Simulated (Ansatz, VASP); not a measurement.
## One calculation of AlP, two programs

The input INCAR:

```
PREC = Accurate
ENCUT = 500
EDIFF = 1E-6
ISMEAR = 0
SIGMA = 0.02
LREAL = F
LASPH = T
NELM = 120
ALGO = Normal
ISIF = 2
LWAVE = F
LCHARG = F
GGA = PE
NBANDS = 11
GGA_COMPAT = F
```

Contents of KPOINTS:

```
regular mesh
0
Gamma
  8 8 8
```

Contents of POSCAR:

```
AlP
1.0
    0.0000000000      2.8492104450      2.8492104450
    2.8492104450      0.0000000000      2.8492104450
    2.8492104450      2.8492104450      0.0000000000
Al P
1 1
Direct
    0.0000000000      0.0000000000      0.0000000000
    0.7500000000      0.7500000000      0.7500000000
```

Input for Ansatz:

```yaml
crystal:
  lattice:
    - [0.0, 2.849210445, 2.849210445]
    - [2.849210445, 0.0, 2.849210445]
    - [2.849210445, 2.849210445, 0.0]
  atoms:
    - { symbol: Al, position: [0.0, 0.0, 0.0] }
    - { symbol: P, position: [0.75, 0.75, 0.75] }
basis:
  ecutwfc: 420
kpoints:
  mp_grid: { grid: [8, 8, 8] }
hamiltonian:
  xc: pbe
scf:
  occupations: { method: gaussian, width: 0.02 }
output:
  forces: true
  stress: true
  eigenvalues: true
  populations: true
```

Alike in both runs: task single point; functional PBE; k mesh 8 × 8 × 8; occupations gaussian, width 0.02 eV; no spin polarisation.

```csv
,VASP,Ansatz
version,VASP 6.6.1,Ansatz 0.2.0
potentials or method,"VASP PAW PBE potentials, release 64 (Al, P), cutoff 500 eV","scalar-relativistic, plane waves, PAW"
valence electrons in the cell,8,8
```

```csv
,VASP,Ansatz,Ansatz less VASP
gap on the k mesh at the Fermi level (eV),1.80,1.81,+0.001
least direct gap on the mesh (eV),2.24,2.24,+0.003
pressure (GPa),-6.9,-6.8,+0.07
```
